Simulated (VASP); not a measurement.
# GaAs2 (P-3m1) in VASP: notebook

Runs on GaAs2. Level: PBE. Tasks: single point.

Everything below comes from runs of VASP 6.6.1. Logs are shortened: lines on timing, memory, paths and dates and some standing lists are left out, and cuts for length are marked.

## Step 1: The cell of the first run

Symmetry: P-3m1, No. 164, trigonal system. Conventional cell: a = 3.931 Å, b = 3.931 Å, c = 11.439 Å, α = 90.00°, β = 90.00°, γ = 120.00°. Ga (site symmetry 3m) has 4 As at 2.45 to 2.82 Å and 3 Ga at 2.96 Å within 3.2 Å. As (site symmetry 3m) has 3 As at 2.62 Å within 3.5 Å. As (site symmetry 3m) has 4 Ga at 2.45 to 2.82 Å within 3.2 Å.

## Step 2: Single point, PBE

INCAR

```
PREC     = Accurate       # precision mode
ENCUT    = 520            # plane-wave cutoff, eV
EDIFF    = 1E-7           # SCF threshold, eV
ISMEAR   = 0              # smearing method
SIGMA    = 0.1            # smearing width, eV
LREAL    = False          # projectors in reciprocal space
LASPH    = True           # aspherical terms in the spheres
NELM     = 100            # most SCF steps
ALGO     = Normal         # electronic algorithm
ISIF     = 2              # what is computed and relaxed
LWAVE    = False          # write WAVECAR
LCHARG   = True           # write CHGCAR
GGA      = PE             # functional
LELF     = True           # ELF
LVHAR    = True         
NBANDS   = 32             # bands
```

KPOINTS

```
Automatic mesh
0
Gamma
  12 12 4
```

POSCAR

```
GaAs2
1.0
    3.9306632722      0.0000000000      0.0000000000
   -1.9653316361      3.4040542474      0.0000000000
    0.0000000000      0.0000000000     11.4385889437
Ga As
2 4
Direct
    0.3333333333      0.6666666667      0.0829694968
    0.6666666667      0.3333333333      0.9170305032
    0.6666666667      0.3333333333      0.5568699325
    0.3333333333      0.6666666667      0.4431300675
    0.6666666667      0.3333333333      0.1635595097
    0.3333333333      0.6666666667      0.8364404903
```

Potentials or basis: VASP PAW PBE potentials, release 64 (Ga_d, As).

Launch:

```sh
cat potpaw_PBE.64/Ga_d/POTCAR potpaw_PBE.64/As/POTCAR > POTCAR
mpirun -np 1 vasp_std > vasp.out
```

OUTCAR:

```text
PREC = Accurate
   ENCUT = 520
   EDIFF = 1E-7
   ISMEAR = 0
   LREAL = False
   LASPH = True
   NELM = 100
   ISIF = 2
   GGA = PE

 ion  position               nearest neighbor table
   1  0.333  0.667  0.083-   5 2.45   5 2.45   5 2.45   6 2.82
   2  0.667  0.333  0.917-   6 2.45   6 2.45   6 2.45   5 2.82
   3  0.667  0.333  0.557-   4 2.62   4 2.62   4 2.62
   4  0.333  0.667  0.443-   3 2.62   3 2.62   3 2.62
   5  0.667  0.333  0.164-   1 2.45   1 2.45   1 2.45   2 2.82
   6  0.333  0.667  0.836-   2 2.45   2 2.45   2 2.45   1 2.82

  LATTYP: Found a hexagonal cell.
 ALAT       =     3.9306632722
 C/A-ratio  =     2.9100912878

  Lattice vectors:

 A1 = (   3.9306632722,   0.0000000000,   0.0000000000)
 A2 = (  -1.9653316361,   3.4040542474,   0.0000000000)
 A3 = (   0.0000000000,   0.0000000000,  11.4385889437)

Analysis of symmetry for initial positions (statically):
=====================================================================
 Subroutine PRICEL returns:
 Original cell was already a primitive cell.

 Routine SETGRP: Setting up the symmetry group for a
 hexagonal supercell.

 Subroutine GETGRP returns: Found 12 space group operations
 (whereof 12 operations were pure point group operations)
 out of a pool of 24 trial point group operations.

The static configuration has the point symmetry D_3d.

Analysis of symmetry for dynamics (positions and initial velocities):
=====================================================================
 Subroutine PRICEL returns:
 Original cell was already a primitive cell.

 Routine SETGRP: Setting up the symmetry group for a
 hexagonal supercell.

 Subroutine GETGRP returns: Found 12 space group operations
 (whereof 12 operations were pure point group operations)
 out of a pool of 24 trial point group operations.

The dynamic configuration has the point symmetry D_3d.

 Subroutine INISYM returns: Found 12 space group operations
 (whereof 12 operations are pure point group operations),
 and found     1 'primitive' translations

----------------------------------------------------------------------------------------

                                     Primitive cell

  volume of cell :     153.0505

  direct lattice vectors                    reciprocal lattice vectors
     3.930663272  0.000000000  0.000000000     0.254409989  0.146883676  0.000000000
    -1.965331636  3.404054247  0.000000000     0.000000000  0.293767351  0.000000000
     0.000000000  0.000000000 11.438588944     0.000000000  0.000000000  0.087423371

  length of vectors
     3.930663272  3.930663272 11.438588944     0.293767351  0.293767351  0.087423371

  position of ions in fractional coordinates (direct lattice)
     0.333333333  0.666666667  0.082969497
     0.666666667  0.333333333  0.917030503
     0.666666667  0.333333333  0.556869932
     0.333333333  0.666666667  0.443130068
     0.666666667  0.333333333  0.163559510
     0.333333333  0.666666667  0.836440490

  ion indices of the primitive-cell ions
   primitive index   ion index
                 1           1
                 2           2
                 3           3
                 4           4
                 5           5
                 6           6

----------------------------------------------------------------------------------------

 KPOINTS: Automatic mesh

Automatic generation of k-mesh.
 Grid dimensions read from file:
 generate k-points for:   12   12    4

 Generating k-lattice:

  Cartesian coordinates                     Fractional coordinates (reciprocal lattice)
     0.021200832  0.012240306  0.000000000     0.083333333  0.000000000  0.000000000
     0.000000000  0.024480613  0.000000000     0.000000000  0.083333333  0.000000000
     0.000000000  0.000000000  0.021855843     0.000000000  0.000000000  0.250000000

  Length of vectors
     0.024480613  0.024480613  0.021855843

  Shift w.r.t. Gamma in fractional coordinates (k-lattice)
     0.000000000  0.000000000  0.000000000

 Subroutine IBZKPT returns following result:
 ===========================================

 Found     69 irreducible k-points:

 Following reciprocal coordinates:
            Coordinates               Weight
  0.000000  0.000000  0.000000      1.000000
  0.083333  0.000000  0.000000      6.000000
  0.166667  0.000000  0.000000      6.000000
  0.250000 -0.000000  0.000000      6.000000
  0.333333 -0.000000  0.000000      6.000000
  0.416667 -0.000000  0.000000      6.000000
[... 16 lines left out ...]
  0.166667  0.000000  0.250000      6.000000
  0.000000  0.166667  0.250000      6.000000
 [... further k-points ...]
   k-points           NKPTS =     69   k-points in BZ     NKDIM =     69   number of bands    NBANDS=     32
   number of dos      NEDOS =    301   number of ions     NIONS =      6
   total plane-waves  NPLWV =  81000
   dimension x,y,z NGX =    30 NGY =   30 NGZ =   90
   dimension x,y,z NGXF=    60 NGYF=   60 NGZF=  180
   ions per type =               2   4
   NGX,Y,Z   is equivalent  to a cutoff of  12.69, 12.69, 13.08 a.u.
   NGXF,Y,Z  is equivalent  to a cutoff of  25.38, 25.38, 26.16 a.u.
 SYSTEM =  unknown system
   PREC   = accura    normal or accurate (medium, high low for compatibility)
   ISTART =      0    job   : 0-new  1-cont  2-samecut
   ICHARG =      2    charge: 1-file 2-atom 10-const
   ISPIN  =      1    spin polarized calculation?
   LNONCOLLINEAR =      F non collinear calculations
   LSORBIT =      F    spin-orbit coupling
   LASPH  =      T    aspherical Exc in radial PAW
   ENCUT  =  520.0 eV  38.22 Ry    6.18 a.u.   7.31  7.31 21.27*2*pi/ulx,y,z
   NELM   =    100;   NELMIN=  2; NELMDL= -5     # of ELM steps
   EDIFF  = 0.1E-06   stopping-criterion for ELM
   LREAL  =      F    real-space projection
   EDIFFG = 0.1E-05   stopping-criterion for IOM
   NSW    =      0    number of steps for IOM
   IBRION =     -1    ionic relax: 0-MD 1-quasi-New 2-CG
   NFREE  =      0    steps in history (QN), initial steepest desc. (CG)
   ISIF   =      2    stress and relaxation
   ISYM   =      2    0-nonsym 1-usesym 2-fastsym
   POTIM  = 0.5000    time-step for ionic-motion
   TEBEG  =    0.0;   TEEND  =   0.0 temperature during run
   PSTRESS=    0.0 pullay stress
   NELECT =      46.0000    total number of electrons
   NUPDOWN=      -1.0000    fix difference up-down
   EMIN   =  10.00;   EMAX   =-10.00  energy-range for DOS
   EFERMI =   0.00;   METHOD = LEGACY
   ISMEAR =     0;   SIGMA  =   0.10  broadening in eV -4-tet -1-fermi 0-gaus
   EFERMI_NEDOS =   21; number of points for ismear=-14 and -15
   IALGO  =     38    algorithm
   IMIX   =      4    mixing-type and parameters
     AMIX     =   0.40;   BMIX     =  1.00
     AMIX_MAG =   1.60;   BMIX_MAG =  1.00
  volume/ion in A,a.u.               =      25.51       172.14
  Fermi-wavevector in a.u.,A,eV,Ry     =   1.096602  2.072278 16.361506  1.202537
  Thomas-Fermi vector in A             =   2.232947
   LORBIT       =      0    0 simple, 1 ext, 2 COOP (PROOUT), +10 PAW based schemes
   GGA     = PE    functional components
   LHFCALC =     F    Hartree Fock is set to
   AEXX    =    0.0000 exact exchange contribution
   IVDW    =     0    specifies the selected vdW correction
   LEPSILON=     F    determine dielectric tensor
   LRPA    =     F    only Hartree local field effects (RPA)
 non-spin polarized calculation
 Gauss-broadening in eV      SIGMA  =   0.10
  energy-cutoff  :      520.00
  volume of cell :      153.05
 maximum number of plane-waves:      4165
 NGX is ok and might be reduce to    30
   NGX = 15   NGY = 15   NGZ = 43

 number of electron      46.0000040 magnetization

 Free energy of the ion-electron system (eV)
  ---------------------------------------------------
  ext. energy  EPLUGINS =         0.00000000
  ---------------------------------------------------
  free energy    TOTEN  =       -24.70181667 eV

  energy without entropy =      -24.70090295  energy(sigma->0) =      -24.70135981

 E-fermi :   3.4809     XC(G=0):  -9.0331

 val. band max:        3.3869214989   @ k =   0.0833   0.0833   0.5000
 cond. band min:       3.4990768338   @ k =   0.0833   0.0000   0.5000
 fundamental gap:      0.1121553349
 Fermi energy:         3.4808988023

 k-point     1 :       0.0000    0.0000    0.0000
  band No.  band energies     occupation
      1     -11.9543      2.00000
      2     -11.8714      2.00000
      3     -11.8714      2.00000
      4     -11.8691      2.00000
      5     -11.8691      2.00000
      6     -11.7814      2.00000
[... 24 lines left out ...]
     31       7.3055      0.00000
     32       7.6252      0.00000

 k-point     2 :       0.0833    0.0000    0.0000
  band No.  band energies     occupation
      1     -11.9529      2.00000
      2     -11.8766      2.00000
      3     -11.8688      2.00000
      4     -11.8677      2.00000
      5     -11.8676      2.00000
      6     -11.7827      2.00000
[... 24 lines left out ...]
     31       7.4223      0.00000
     32       7.5898      0.00000

 k-point     3 :       0.1667    0.0000    0.0000
  band No.  band energies     occupation
      1     -11.9510      2.00000
      2     -11.8876      2.00000
      3     -11.8674      2.00000
      4     -11.8631      2.00000
      5     -11.8584      2.00000
      6     -11.7862      2.00000
[... 24 lines left out ...]
     31       7.7680      0.00000
     32       8.0557      0.00000

 k-point     4 :       0.2500   -0.0000    0.0000
  band No.  band energies     occupation
      1     -11.9549      2.00000
      2     -11.8944      2.00000
      3     -11.8669      2.00000
      4     -11.8567      2.00000
      5     -11.8441      2.00000
      6     -11.7892      2.00000
[... 24 lines left out ...]
     31       8.2965      0.00000
     32       8.9133      0.00000

 k-point     5 :       0.3333   -0.0000    0.0000
  band No.  band energies     occupation
      1     -11.9653      2.00000
      2     -11.8931      2.00000
      3     -11.8675      2.00000
      4     -11.8506      2.00000
      5     -11.8272      2.00000
      6     -11.7875      2.00000
[... 584 lines left out ...]
     31       7.4415      0.00000
     32       7.5861      0.00000

 k-point    22 :       0.0000    0.0833    0.2500
  band No.  band energies     occupation
      1     -11.9529      2.00000
      2     -11.8766      2.00000
      3     -11.8688      2.00000
      4     -11.8677      2.00000
      5     -11.8676      2.00000
      6     -11.7827      2.00000
[... 24 lines left out ...]
     31       7.4474      0.00000
     32       7.5878      0.00000

 k-point    23 :       0.1667    0.0000    0.2500
  band No.  band energies     occupation
      1     -11.9510      2.00000
      2     -11.8876      2.00000
      3     -11.8674      2.00000
      4     -11.8631      2.00000
      5     -11.8584      2.00000
      6     -11.7862      2.00000
[... 24 lines left out ...]
     31       7.8029      0.00000
     32       8.0505      0.00000

 k-point    24 :       0.0000    0.1667    0.2500
  band No.  band energies     occupation
      1     -11.9510      2.00000
      2     -11.8876      2.00000
      3     -11.8674      2.00000
      4     -11.8631      2.00000
      5     -11.8584      2.00000
      6     -11.7862      2.00000
[... 24 lines left out ...]
     31       7.7879      0.00000
     32       8.0489      0.00000

 [... further k-points ...]
[... 5 lines left out ...]
  --------------------------------------------------------------------------------------
  -------------------------------------------------------------------------------------
  Total        0.1757754      0.1757754      0.1668119      0.0000000      0.0000000      0.0000000
  in kB        1.8400680      1.8400680      1.7462356      0.0000000      0.0000000      0.0000000
  external PRESSURE =       1.8087905 kB  Pullay stress =       0.0000000 kB

 VOLUME and BASIS-vectors are now :
 -----------------------------------------------------------------------------
  energy-cutoff  :      520.00
  volume of cell :      153.05
      direct lattice vectors                 reciprocal lattice vectors
     3.930663272  0.000000000  0.000000000     0.254409989  0.146883676  0.000000000
    -1.965331636  3.404054247  0.000000000     0.000000000  0.293767351  0.000000000
     0.000000000  0.000000000 11.438588944     0.000000000  0.000000000  0.087423371

 POSITION                                       TOTAL-FORCE (eV/Angst)
 -----------------------------------------------------------------------------------
     -0.00000      2.26937      0.94905         0.000000     -0.000000     -0.007412
      1.96533      1.13468     10.48953        -0.000000      0.000000      0.007412
      1.96533      1.13468      6.36981        -0.000000     -0.000000      0.048742
     -0.00000      2.26937      5.06878        -0.000000      0.000000     -0.048742
      1.96533      1.13468      1.87089        -0.000000      0.000000      0.037126
     -0.00000      2.26937      9.56770        -0.000000     -0.000000     -0.037126
 -----------------------------------------------------------------------------------
    total drift:                               -0.000000      0.000000      0.000000

  FREE ENERGIE OF THE ION-ELECTRON SYSTEM (eV)
  ---------------------------------------------------
  free  energy   TOTEN  =       -24.7018166694 eV

  energy  without entropy=      -24.7009029491  energy(sigma->0) =      -24.70135981
```

It took 11 min on 1 thread of Intel Xeon 8259CL, shared host; peak memory 0.45 GiB.

What came out:

```
Free energy            : -24.7018 eV
Pressure               : 0.2 GPa
Largest force          : 0.049 eV/Å
Band gap on the k mesh : zero (bands 23 and 24 overlap by 0.32 eV)
```

Forces in eV/Å, atoms in the order of the input:
```
Ga   0.000  0.000 -0.007
Ga   0.000  0.000  0.007
As   0.000  0.000  0.049
As   0.000  0.000 -0.049
As   0.000  0.000  0.037
As   0.000  0.000 -0.037
```

Caveat: semilocal functionals underestimate gaps, so a narrow gap can read as zero; this functional lacks dispersion, which binds the layers, so the pressure and a relaxed spacing across them are unreliable.

[end of part 1 of 2]
